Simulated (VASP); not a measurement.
# SnSe (Pmmn) in VASP: single point with PBEsol

Aim: the single point of SnSe with PBEsol.

All numbers are computed with VASP 6.6.1; they aren't measurements. Logs are shortened: lines on timing, memory, paths and dates and some standing lists are left out, and cuts for length are marked.

### 1 The cell of the first run

Symmetry: Pmmn, No. 59, orthorhombic system. Conventional cell: a = 5.744 Å, b = 13.133 Å, c = 3.046 Å, α = 90.00°, β = 90.00°, γ = 90.00°. Within 3.9 Å of Sn (site symmetry m) lie 4 Se at 2.77 to 3.85 Å and 3 Sn at 3.05 to 3.41 Å. Within 3.9 Å of Se (site symmetry m) lie 4 Sn at 2.77 to 3.85 Å and 4 Se at 3.05 to 3.71 Å.

### 2 Single point, PBEsol

File INCAR:

```
PREC = Accurate
ENCUT = 500
EDIFF = 1E-6
ISMEAR = -1
SIGMA = 0.05
LREAL = F
LASPH = T
NELM = 120
ALGO = Normal
ISIF = 2
LWAVE = F
LCHARG = F
GGA = PS
NBANDS = 50
GGA_COMPAT = F
```

File KPOINTS:

```
Automatic mesh
0
Gamma
  4 2 6
```

File POSCAR:

```
SnSe
1.0
    5.7441790000      0.0000000000      0.0000000000
    0.0000000000     13.1329700000      0.0000000000
    0.0000000000      0.0000000000      3.0457580000
Sn Se
4 4
Direct
    0.5000000000      0.3702420000      0.9132760000
    0.5000000000      0.6297580000      0.9132760000
    0.0000000000      0.8702420000      0.0867240000
    0.0000000000      0.1297580000      0.0867240000
    0.5000000000      0.1608120000      0.0309880000
    0.5000000000      0.8391880000      0.0309880000
    0.0000000000      0.6608120000      0.9690120000
    0.0000000000      0.3391880000      0.9690120000
```

Potentials or basis: VASP PAW PBE potentials, release 64 (Sn_d, Se).

Started as:

```bash
$ cat potpaw_PBE.64/Sn_d/POTCAR potpaw_PBE.64/Se/POTCAR > POTCAR
$ mpirun -np 1 vasp_std > vasp.out
```

OUTCAR:

```text
PREC = Accurate
   ENCUT = 500
   EDIFF = 1E-6
   ISMEAR = -1
   LREAL = F
   LASPH = T
   NELM = 120
   ISIF = 2
   GGA = PS

 ion  position               nearest neighbor table
   1  0.500  0.370  0.913-   5 2.77   8 2.91   8 2.91   2 3.41
   2  0.500  0.630  0.913-   6 2.77   7 2.91   7 2.91   1 3.41
   3  0.000  0.870  0.087-   7 2.77   6 2.91   6 2.91   4 3.41
   4  0.000  0.130  0.087-   8 2.77   5 2.91   5 2.91   3 3.41
   5  0.500  0.161  0.031-   1 2.77   4 2.91   4 2.91
   6  0.500  0.839  0.031-   2 2.77   3 2.91   3 2.91
   7  0.000  0.661  0.969-   3 2.77   2 2.91   2 2.91
   8  0.000  0.339  0.969-   4 2.77   1 2.91   1 2.91

  LATTYP: Found a simple orthorhombic cell.
 ALAT       =     3.0457580000
 B/A-ratio  =     1.8859604079
 C/A-ratio  =     4.3118888631

  Lattice vectors:

 A1 = (   0.0000000000,   0.0000000000,   3.0457580000)
 A2 = (   5.7441790000,   0.0000000000,   0.0000000000)
 A3 = (   0.0000000000,  13.1329700000,   0.0000000000)

Analysis of symmetry for initial positions (statically):
=====================================================================
 Subroutine PRICEL returns:
 Original cell was already a primitive cell.

 Routine SETGRP: Setting up the symmetry group for a
 simple orthorhombic supercell.

 Subroutine GETGRP returns: Found  8 space group operations
 (whereof  4 operations were pure point group operations)
 out of a pool of  8 trial point group operations.

The static configuration has the point symmetry C_2v.
 The point group associated with its full space group is D_2h.

Analysis of symmetry for dynamics (positions and initial velocities):
=====================================================================
 Subroutine PRICEL returns:
 Original cell was already a primitive cell.

 Routine SETGRP: Setting up the symmetry group for a
 simple orthorhombic supercell.

 Subroutine GETGRP returns: Found  8 space group operations
 (whereof  4 operations were pure point group operations)
 out of a pool of  8 trial point group operations.

The dynamic configuration has the point symmetry C_2v.
 The point group associated with its full space group is D_2h.

 Subroutine INISYM returns: Found  8 space group operations
 (whereof  4 operations are pure point group operations),
 and found     1 'primitive' translations
[... 106 lines left out ...]
   EDIFF  = 0.1E-05   stopping-criterion for ELM
   LREAL  =      F    real-space projection
   EDIFFG = 0.1E-04   stopping-criterion for IOM
   NSW    =      0    number of steps for IOM
   IBRION =     -1    ionic relax: 0-MD 1-quasi-New 2-CG
   NFREE  =      0    steps in history (QN), initial steepest desc. (CG)
   ISIF   =      2    stress and relaxation
   ISYM   =      2    0-nonsym 1-usesym 2-fastsym
   POTIM  = 0.5000    time-step for ionic-motion
   TEBEG  =    0.0;   TEEND  =   0.0 temperature during run
   PSTRESS=    0.0 pullay stress
   NELECT =      80.0000    total number of electrons
   NUPDOWN=      -1.0000    fix difference up-down
   EMIN   =  10.00;   EMAX   =-10.00  energy-range for DOS
   EFERMI =   0.00;   METHOD = LEGACY
   ISMEAR =    -1;   SIGMA  =   0.05  broadening in eV -4-tet -1-fermi 0-gaus
   EFERMI_NEDOS =   21; number of points for ismear=-14 and -15
   IALGO  =     38    algorithm
   IMIX   =      4    mixing-type and parameters
     AMIX     =   0.40;   BMIX     =  1.00
     AMIX_MAG =   1.60;   BMIX_MAG =  1.00
  volume/ion in A,a.u.               =      28.72       193.82
  Fermi-wavevector in a.u.,A,eV,Ry     =   1.151709  2.176414 18.047222  1.326433
  Thomas-Fermi vector in A             =   2.288365
   LORBIT       =      0    0 simple, 1 ext, 2 COOP (PROOUT), +10 PAW based schemes
   GGA     = PS    functional components
   LHFCALC =     F    Hartree Fock is set to
   AEXX    =    0.0000 exact exchange contribution
   IVDW    =     0    specifies the selected vdW correction
   LEPSILON=     F    determine dielectric tensor
   LRPA    =     F    only Hartree local field effects (RPA)
 non-spin polarized calculation
  energy-cutoff  :      500.00
  volume of cell :      229.77
 maximum number of plane-waves:      5867
 NGX is ok and might be reduce to    42
   NGX = 21   NGY = 47   NGZ = 11

 number of electron      80.0000001 magnetization

 Free energy of the ion-electron system (eV)
  ---------------------------------------------------
  ext. energy  EPLUGINS =         0.00000000
  ---------------------------------------------------
  free energy    TOTEN  =       -33.22386908 eV

  energy without entropy =      -33.16506823  energy(sigma->0) =      -33.19446865

 E-fermi :   4.6591     XC(G=0):  -9.4400

 val. band max:        4.6436037101   @ k =   0.5000   0.5000   0.3333
 cond. band min:       4.6631116652   @ k =   0.2500   0.5000   0.3333
 fundamental gap:      0.0195079551
 Fermi energy:         4.6591381067

 k-point     1 :       0.0000    0.0000    0.0000
  band No.  band energies     occupation
      1     -16.8997      2.00000
      2     -16.8928      2.00000
      3     -16.8881      2.00000
      4     -16.8822      2.00000
      5     -16.7917      2.00000
      6     -16.7717      2.00000
[... 1261 lines left out ...]
     49       8.1415      0.00000
     50       8.1415      0.00000

------------------------ aborting loop because EDIFF is reached ----------------------------------------

  FORCE on cell =-STRESS in cart. coord.  units (eV):
  Direction    XX          YY          ZZ          XY          YZ          ZX
  --------------------------------------------------------------------------------------
  -------------------------------------------------------------------------------------
  Total       -4.3085419     -7.5691533      2.2759750      0.0000000      0.0000000      0.0000000
  in kB      -30.0437815    -52.7802655     15.8705419      0.0000000      0.0000000      0.0000000
  external PRESSURE =     -22.3178350 kB  Pullay stress =       0.0000000 kB

 VOLUME and BASIS-vectors are now :
 -----------------------------------------------------------------------------
  energy-cutoff  :      500.00
  volume of cell :      229.77
      direct lattice vectors                 reciprocal lattice vectors
     5.744179000  0.000000000  0.000000000     0.174089282  0.000000000  0.000000000
     0.000000000 13.132970000  0.000000000     0.000000000  0.076144239  0.000000000
     0.000000000  0.000000000  3.045758000     0.000000000  0.000000000  0.328325494

 POSITION                                       TOTAL-FORCE (eV/Angst)
 -----------------------------------------------------------------------------------
      2.87209      4.86238      2.78162        -0.000000     -0.353508      0.115530
      2.87209      8.27059      2.78162        -0.000000      0.353508      0.115530
      0.00000     11.42886      0.26414        -0.000000     -0.353508     -0.115530
      0.00000      1.70411      0.26414        -0.000000      0.353508     -0.115530
      2.87209      2.11194      0.09438        -0.000000      0.334542     -0.069643
      2.87209     11.02103      0.09438        -0.000000     -0.334542     -0.069643
      0.00000      8.67842      2.95138        -0.000000      0.334542      0.069643
      0.00000      4.45455      2.95138         0.000000     -0.334542      0.069643
 -----------------------------------------------------------------------------------
    total drift:                                0.000000      0.000000      0.000000

  FREE ENERGIE OF THE ION-ELECTRON SYSTEM (eV)
  ---------------------------------------------------
  free  energy   TOTEN  =       -33.2238690782 eV

  energy  without entropy=      -33.1650682279  energy(sigma->0) =      -33.19446865
```

OSZICAR:

```text
N       E                     dE             d eps       ncg     rms          rms(c)
DAV:   1     0.849550676845E+03    0.84955E+03   -0.35869E+04  2576   0.196E+03
DAV:   2     0.113003339130E+03   -0.73655E+03   -0.71315E+03  2408   0.567E+02
DAV:   3    -0.237401874019E+02   -0.13674E+03   -0.13091E+03  2832   0.198E+02
DAV:   4    -0.335393637512E+02   -0.97992E+01   -0.95026E+01  2786   0.539E+01
DAV:   5    -0.338663729322E+02   -0.32701E+00   -0.32551E+00  2878   0.103E+01    0.666E+00
DAV:   6    -0.332731866088E+02    0.59319E+00   -0.13374E+00  3252   0.669E+00    0.402E+00
DAV:   7    -0.332386023086E+02    0.34584E-01   -0.33694E-01  2996   0.237E+00    0.215E+00
DAV:   8    -0.332231639136E+02    0.15438E-01   -0.60731E-02  2970   0.144E+00    0.242E-01
DAV:   9    -0.332235973622E+02   -0.43345E-03   -0.11229E-02  2820   0.679E-01    0.154E-01
DAV:  10    -0.332237415364E+02   -0.14417E-03   -0.16138E-03  2966   0.235E-01    0.653E-02
DAV:  11    -0.332238611218E+02   -0.11959E-03   -0.28957E-04  2874   0.630E-02    0.179E-02
DAV:  12    -0.332238648291E+02   -0.37073E-05   -0.18752E-05  2730   0.233E-02    0.833E-03
DAV:  13    -0.332238690065E+02   -0.41774E-05   -0.10277E-05  2230   0.119E-02    0.324E-03
DAV:  14    -0.332238690782E+02   -0.71679E-07   -0.11501E-06  1762   0.503E-03
   1 F= -.33223869E+02 E0= -.33194469E+02  d E =-.588009E-01
```

Wall time 5.3 min (1 thread of Oxide Virtual Turin-like, shared host); peak memory 0.38 GiB.

What came out:

| Property | Result |
| --- | --- |
| Free energy | -33.2239 eV |
| Pressure | -2.2 GPa |
| Largest force | 0.372 eV/Å |
| Band gap on the k mesh | zero (bands 40 and 41 overlap by 2.92 eV) |

Forces on the atoms (eV/Å):
```
Sn   0.000 -0.354  0.116
Sn   0.000  0.354  0.116
Sn   0.000 -0.354 -0.116
Sn   0.000  0.354 -0.116
Se   0.000  0.335 -0.070
Se   0.000 -0.335 -0.070
Se   0.000  0.335  0.070
Se   0.000 -0.335  0.070
```

Stress tensor (GPa, compression positive):
```
-3.00  0.00  0.00
 0.00 -5.28  0.00
 0.00  0.00  1.59
```

Caveat: the stress differs along the axes, from -5 to 2 GPa; the PAW data sets were made with another functional, which shifts forces and pressure a little; spin-orbit coupling is left out, which moves the levels of the heavy elements.
